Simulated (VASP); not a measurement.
# BN in VASP: a series of runs

Runs on BN. Level: PBE+D4. Tasks: single point.

Program: VASP 6.6.1. These are calculated values, not measurements. Logs are shortened: lines on timing, memory, paths and dates and some standing lists are left out, and cuts for length are marked.

**1. The cell of the first run**

Symmetry: P6_3/mmc, No. 194, hexagonal system. Conventional cell: a = 2.498 Å, b = 2.498 Å, c = 6.636 Å, α = 90.00°, β = 90.00°, γ = 120.00°. Within 1.9 Å of B (site symmetry -6m2) lie 3 N at 1.44 Å. N (site symmetry -6m2) has 3 B at 1.44 Å within 1.9 Å.

**2. Single point, PBE+D4**

INCAR

```
PREC     = Accurate       # precision mode
ENCUT    = 600            # plane-wave cutoff, eV
EDIFF    = 1E-6           # SCF threshold, eV
ISMEAR   = 0              # smearing method
SIGMA    = 0.01           # smearing width, eV
LREAL    = F              # projectors in reciprocal space
LASPH    = T              # aspherical terms in the spheres
NELM     = 120            # most SCF steps
ALGO     = Normal         # electronic algorithm
ISIF     = 2              # what is computed and relaxed
LWAVE    = F              # write WAVECAR
LCHARG   = F              # write CHGCAR
GGA      = PE             # functional
IVDW     = 13             # dispersion correction
NBANDS   = 16             # bands
GGA_COMPAT= F
```

KPOINTS

```
regular mesh
0
Gamma
  6 6 2
```

POSCAR

```
BN
1.0
    2.4982400000      0.0000000000      0.0000000000
   -1.2491200000      2.1635393000      0.0000000000
    0.0000000000      0.0000000000      6.6357000000
B N
2 2
Direct
    0.3333333333      0.6666666667      0.2500000000
    0.6666666667      0.3333333333      0.7500000000
    0.3333333333      0.6666666667      0.7500000000
    0.6666666667      0.3333333333      0.2500000000
```

Potentials or basis: VASP PAW PBE potentials, release 64 (B, N).

Command:

```bash
$ cat potpaw_PBE.64/B/POTCAR potpaw_PBE.64/N/POTCAR > POTCAR
$ mpirun -np 1 vasp_std > vasp.out
```

OUTCAR:

```text
PREC = Accurate
   ENCUT = 600
   EDIFF = 1E-6
   ISMEAR = 0
   LREAL = F
   LASPH = T
   NELM = 120
   ISIF = 2
   GGA = PE
   IVDW = 13

 ion  position               nearest neighbor table
   1  0.333  0.667  0.250-   4 1.44   4 1.44   4 1.44
   2  0.667  0.333  0.750-   3 1.44   3 1.44   3 1.44
   3  0.333  0.667  0.750-   2 1.44   2 1.44   2 1.44
   4  0.667  0.333  0.250-   1 1.44   1 1.44   1 1.44

  LATTYP: Found a hexagonal cell.
 ALAT       =     2.4982400000
 C/A-ratio  =     2.6561499296

  Lattice vectors:

 A1 = (   2.4982400000,   0.0000000000,   0.0000000000)
 A2 = (  -1.2491200000,   2.1635393000,   0.0000000000)
 A3 = (   0.0000000000,   0.0000000000,   6.6357000000)

Analysis of symmetry for initial positions (statically):
=====================================================================
 Subroutine PRICEL returns:
 Original cell was already a primitive cell.

 Routine SETGRP: Setting up the symmetry group for a
 hexagonal supercell.

 Subroutine GETGRP returns: Found 24 space group operations
 (whereof 12 operations were pure point group operations)
 out of a pool of 24 trial point group operations.

The static configuration has the point symmetry D_3d.
 The point group associated with its full space group is D_6h.

Analysis of symmetry for dynamics (positions and initial velocities):
=====================================================================
 Subroutine PRICEL returns:
 Original cell was already a primitive cell.

 Routine SETGRP: Setting up the symmetry group for a
 hexagonal supercell.

 Subroutine GETGRP returns: Found 24 space group operations
 (whereof 12 operations were pure point group operations)
 out of a pool of 24 trial point group operations.

The dynamic configuration has the point symmetry D_3d.
 The point group associated with its full space group is D_6h.

 Subroutine INISYM returns: Found 24 space group operations
 (whereof 12 operations are pure point group operations),
 and found     1 'primitive' translations

----------------------------------------------------------------------------------------

                                     Primitive cell

  volume of cell :      35.8662

  direct lattice vectors                    reciprocal lattice vectors
     2.498240000  0.000000000  0.000000000     0.400281798  0.231102805  0.000000000
    -1.249120000  2.163539300  0.000000000     0.000000000  0.462205609  0.000000000
     0.000000000  0.000000000  6.635700000     0.000000000  0.000000000  0.150700002

  length of vectors
     2.498240000  2.498239996  6.635700000     0.462205608  0.462205609  0.150700002

  position of ions in fractional coordinates (direct lattice)
     0.333333333  0.666666667  0.250000000
     0.666666667  0.333333333  0.750000000
     0.333333333  0.666666667  0.750000000
     0.666666667  0.333333333  0.250000000

  ion indices of the primitive-cell ions
   primitive index   ion index
                 1           1
                 2           2
                 3           3
                 4           4

----------------------------------------------------------------------------------------

 KPOINTS: regular mesh

Automatic generation of k-mesh.
 Grid dimensions read from file:
 generate k-points for:    6    6    2

 Generating k-lattice:

  Cartesian coordinates                     Fractional coordinates (reciprocal lattice)
     0.066713633  0.038517134  0.000000000     0.166666667 -0.000000000  0.000000000
     0.000000000  0.077034268  0.000000000     0.000000000  0.166666667  0.000000000
     0.000000000  0.000000000  0.075350001     0.000000000  0.000000000  0.500000000

  Length of vectors
     0.077034268  0.077034268  0.075350001

  Shift w.r.t. Gamma in fractional coordinates (k-lattice)
     0.000000000  0.000000000  0.000000000

 Subroutine IBZKPT returns following result:
 ===========================================

 Found     14 irreducible k-points:

 Following reciprocal coordinates:
            Coordinates               Weight
  0.000000  0.000000  0.000000      1.000000
  0.166667 -0.000000  0.000000      6.000000
  0.333333  0.000000  0.000000      6.000000
  0.500000 -0.000000  0.000000      3.000000
  0.166667  0.166667  0.000000      6.000000
  0.333333  0.166667  0.000000     12.000000
  0.333333  0.333333  0.000000      2.000000
  0.000000  0.000000  0.500000      1.000000
  0.166667 -0.000000  0.500000      6.000000
  0.333333  0.000000  0.500000      6.000000
  0.500000 -0.000000  0.500000      3.000000
  0.166667  0.166667  0.500000      6.000000
  0.333333  0.166667  0.500000     12.000000
  0.333333  0.333333  0.500000      2.000000
   k-points           NKPTS =     14   k-points in BZ     NKDIM =     14   number of bands    NBANDS=     16
   number of dos      NEDOS =    301   number of ions     NIONS =      4
   total plane-waves  NPLWV =  21600
   dimension x,y,z NGX =    20 NGY =   20 NGZ =   54
   dimension x,y,z NGXF=    40 NGYF=   40 NGZF=  108
   ions per type =               2   2
   NGX,Y,Z   is equivalent  to a cutoff of  13.31, 13.31, 13.53 a.u.
   NGXF,Y,Z  is equivalent  to a cutoff of  26.62, 26.62, 27.06 a.u.
 SYSTEM =  unknown system
   PREC   = accura    normal or accurate (medium, high low for compatibility)
   ISTART =      0    job   : 0-new  1-cont  2-samecut
   ICHARG =      2    charge: 1-file 2-atom 10-const
   ISPIN  =      1    spin polarized calculation?
   LNONCOLLINEAR =      F non collinear calculations
   LSORBIT =      F    spin-orbit coupling
   LASPH  =      T    aspherical Exc in radial PAW
   ENCUT  =  600.0 eV  44.10 Ry    6.64 a.u.   4.99  4.99 13.25*2*pi/ulx,y,z
   NELM   =    120;   NELMIN=  2; NELMDL= -5     # of ELM steps
   EDIFF  = 0.1E-05   stopping-criterion for ELM
   LREAL  =      F    real-space projection
   EDIFFG = 0.1E-04   stopping-criterion for IOM
   NSW    =      0    number of steps for IOM
   IBRION =     -1    ionic relax: 0-MD 1-quasi-New 2-CG
   NFREE  =      0    steps in history (QN), initial steepest desc. (CG)
   ISIF   =      2    stress and relaxation
   ISYM   =      2    0-nonsym 1-usesym 2-fastsym
   POTIM  = 0.5000    time-step for ionic-motion
   TEBEG  =    0.0;   TEEND  =   0.0 temperature during run
   PSTRESS=    0.0 pullay stress
   NELECT =      16.0000    total number of electrons
   NUPDOWN=      -1.0000    fix difference up-down
   EMIN   =  10.00;   EMAX   =-10.00  energy-range for DOS
   EFERMI =   0.00;   METHOD = LEGACY
   ISMEAR =     0;   SIGMA  =   0.01  broadening in eV -4-tet -1-fermi 0-gaus
   EFERMI_NEDOS =   21; number of points for ismear=-14 and -15
   IALGO  =     38    algorithm
   IMIX   =      4    mixing-type and parameters
     AMIX     =   0.40;   BMIX     =  1.00
     AMIX_MAG =   1.60;   BMIX_MAG =  1.00
  volume/ion in A,a.u.               =       8.97        60.51
  Fermi-wavevector in a.u.,A,eV,Ry     =   1.250891  2.363842 21.289433  1.564729
  Thomas-Fermi vector in A             =   2.384864
   LORBIT       =      0    0 simple, 1 ext, 2 COOP (PROOUT), +10 PAW based schemes
   GGA     = PE    functional components
   LHFCALC =     F    Hartree Fock is set to
   AEXX    =    0.0000 exact exchange contribution
   IVDW    =    13    specifies the selected vdW correction
   LEPSILON=     F    determine dielectric tensor
   LRPA    =     F    only Hartree local field effects (RPA)
 non-spin polarized calculation
 Gauss-broadening in eV      SIGMA  =   0.01
  energy-cutoff  :      600.00
  volume of cell :       35.87
 maximum number of plane-waves:      1224
 NGX is ok and might be reduce to    20
   NGX =  9   NGY =  9   NGZ = 27

 number of electron      15.9999998 magnetization

 Free energy of the ion-electron system (eV)
  ---------------------------------------------------
  ext. energy  EPLUGINS =         0.00000000
  ---------------------------------------------------
  free energy    TOTEN  =       -35.15194170 eV

  energy without entropy =      -35.15194170  energy(sigma->0) =      -35.15194170

 E-fermi :   2.4332     XC(G=0): -10.0885

 val. band max:        2.3082236673   @ k =   0.3333   0.3333   0.5000
 cond. band min:       6.5950770506   @ k =   0.5000  -0.0000   0.0000
 fundamental gap:      4.2868533833
 Fermi energy:         2.4332320390

 k-point     1 :       0.0000    0.0000    0.0000
  band No.  band energies     occupation
      1     -15.5316      2.00000
      2     -15.2365      2.00000
      3      -3.9423      2.00000
      4      -1.8141      2.00000
      5       0.9867      2.00000
      6       0.9867      2.00000
[... 8 lines left out ...]
     15      14.6589      0.00000
     16      15.4193      0.00000

 k-point     2 :       0.1667   -0.0000    0.0000
  band No.  band energies     occupation
      1     -14.9921      2.00000
      2     -14.7157      2.00000
      3      -3.1984      2.00000
      4      -1.1500      2.00000
      5      -0.9945      2.00000
      6      -0.9547      2.00000
[... 8 lines left out ...]
     15      16.2511      0.00000
     16      16.2594      0.00000

 k-point     3 :       0.3333    0.0000    0.0000
  band No.  band energies     occupation
      1     -13.5344      2.00000
      2     -13.3227      2.00000
      3      -4.6007      2.00000
      4      -4.5196      2.00000
      5      -1.2859      2.00000
      6      -1.2245      2.00000
[... 8 lines left out ...]
     15      18.1214      0.00000
     16      20.9817      0.00000
[... 172 lines left out ...]
 k-point    13 :       0.3333    0.1667    0.5000
  band No.  band energies     occupation
      1     -12.3695      2.00000
      2     -12.3695      2.00000
      3      -5.7639      2.00000
      4      -5.7639      2.00000
      5      -2.9944      2.00000
      6      -2.9944      2.00000
[... 8 lines left out ...]
     15      18.5309      0.00000
     16      18.5309      0.00000

 k-point    14 :       0.3333    0.3333    0.5000
  band No.  band energies     occupation
      1     -11.6870      2.00000
      2     -11.6870      2.00000
      3      -5.6231      2.00000
      4      -5.6231      2.00000
      5      -4.8499      2.00000
      6      -4.8499      2.00000
[... 8 lines left out ...]
     15      19.9913      0.00000
     16      19.9914      0.00000

------------------------ aborting loop because EDIFF is reached ----------------------------------------

  DFT-D4 for vdW energy calculation

  Edisp (eV):   -0.64491

  FORCE on cell =-STRESS in cart. coord.  units (eV):
  Direction    XX          YY          ZZ          XY          YZ          ZX
  --------------------------------------------------------------------------------------
  -------------------------------------------------------------------------------------
  Total       0.85191     0.85191    -0.13137     0.00000     0.00000     0.00000
  in kB      38.05554    38.05554    -5.86850     0.00000     0.00000     0.00000
  external pressure =       23.41 kB  Pullay stress =        0.00 kB

 VOLUME and BASIS-vectors are now :
 -----------------------------------------------------------------------------
  energy-cutoff  :      600.00
  volume of cell :       35.87
      direct lattice vectors                 reciprocal lattice vectors
     2.498240000  0.000000000  0.000000000     0.400281798  0.231102805  0.000000000
    -1.249120000  2.163539300  0.000000000     0.000000000  0.462205609  0.000000000
     0.000000000  0.000000000  6.635700000     0.000000000  0.000000000  0.150700002

 POSITION                                       TOTAL-FORCE (eV/Angst)
 -----------------------------------------------------------------------------------
     -0.00000      1.44236      1.65892         0.000000      0.000000      0.000000
      1.24912      0.72118      4.97677        -0.000000     -0.000000      0.000000
     -0.00000      1.44236      4.97677         0.000000     -0.000000      0.000000
      1.24912      0.72118      1.65892        -0.000000      0.000000      0.000000
 -----------------------------------------------------------------------------------
    total drift:                                0.000000     -0.000000      0.000000

  FREE ENERGIE OF THE ION-ELECTRON SYSTEM (eV)
  ---------------------------------------------------
  free  energy   TOTEN  =       -35.7968546593 eV

  energy  without entropy=      -35.7968546593  energy(sigma->0) =      -35.79685466
```

It took 7.3 s on 1 thread of Intel Xeon Platinum 8375C at 2.90GHz (Ice Lake), shared host; peak memory 0.15 GiB.

What came out:

```yaml
Free_energy: -35.7969 eV
Pressure: 2.3 GPa
Band_gap_on_the_k_mesh: 4.29 eV, indirect (least direct gap 4.66 eV)
Dispersion_energy_per_atom: -0.161 eV
```

Caveat: the k points lie up to 0.48 Å⁻¹ apart.

**3. Single point, PBE+D4**

INCAR

```
SYSTEM = BN
  ALGO = Normal
  EDIFF = 1E-6
  ENCUT = 600
  GGA = PE
  GGA_COMPAT = .FALSE.
  ISIF = 2
  ISMEAR = 0
  IVDW = 13
  LASPH = .TRUE.
  LCHARG = .TRUE.
  LELF = .TRUE.
  LREAL = .FALSE.
  LVHAR = .TRUE.
  LWAVE = .FALSE.
  NBANDS = 16
  NELM = 120
  PREC = Accurate
  SIGMA = 0.01
```

KPOINTS

```
k-points
0
G
  6 6 2
  0 0 0
```

POSCAR: that of step 2 with these lines changed.

```diff
@@ -10,3 +10,3 @@
     0.6666666667      0.3333333333      0.7500000000
-    0.3333333333      0.6666666667      0.7500000000
+    0.3333333333      0.6666666667      0.7650000000
     0.6666666667      0.3333333333      0.2500000000
```

Potentials or basis: VASP PAW PBE potentials, release 64 (B, N).

Command:

```bash
$ cat potpaw_PBE.64/B/POTCAR potpaw_PBE.64/N/POTCAR > POTCAR
$ mpirun -np 1 vasp_std > vasp.out
```

It took 8.2 s on 1 thread of Intel Xeon Platinum 8375C at 2.90GHz (Ice Lake), shared host; peak memory 0.15 GiB.

It converged, with:

```
Free energy                : -35.7295 eV
Pressure                   : 2.0 GPa
Largest force              : 1.354 eV/Å
Band gap on the k mesh     : 4.24 eV, indirect (least direct gap 4.60 eV)
Dispersion energy per atom : -0.161 eV
```

Forces on the atoms (eV/Å):
```
B    0.000  0.000 -0.075
B    0.000  0.000  1.313
N    0.000  0.000 -1.354
N    0.000  0.000  0.116
```

Stress tensor (GPa, compression positive):
```
 3.62  0.00  0.00
 0.00  3.62  0.00
 0.00  0.00 -1.22
```

Levels at points of the mesh, in eV from the valence-band top:
```tsv
k point	band 4	band 5	band 6	band 7	band 8	band 9	band 10	band 11	band 12	band 13
(0.00, 0.00, 0.00)	-4.11	-1.31	-1.31	-1.23	-1.23	5.13	10.40	11.60	11.60	11.72
(0.50, 0.00, 0.00)	-8.85	-4.13	-4.04	-1.45	-0.43	4.24	5.61	9.59	10.03	12.75
(0.00, 0.00, 0.50)	-5.27	-1.30	-1.30	-1.24	-1.24	7.06	8.09	11.65	11.65	11.67
(0.50, 0.00, 0.50)	-8.88	-4.12	-4.05	-0.96	-0.89	4.65	4.76	9.95	10.01	13.56
```

Caveat: the k points lie up to 0.48 Å⁻¹ apart; forces of over 1 eV/Å act on the atoms, so gaps and moduli don't describe the material at rest. As with any semilocal functional, this PBE gap is likely too small.
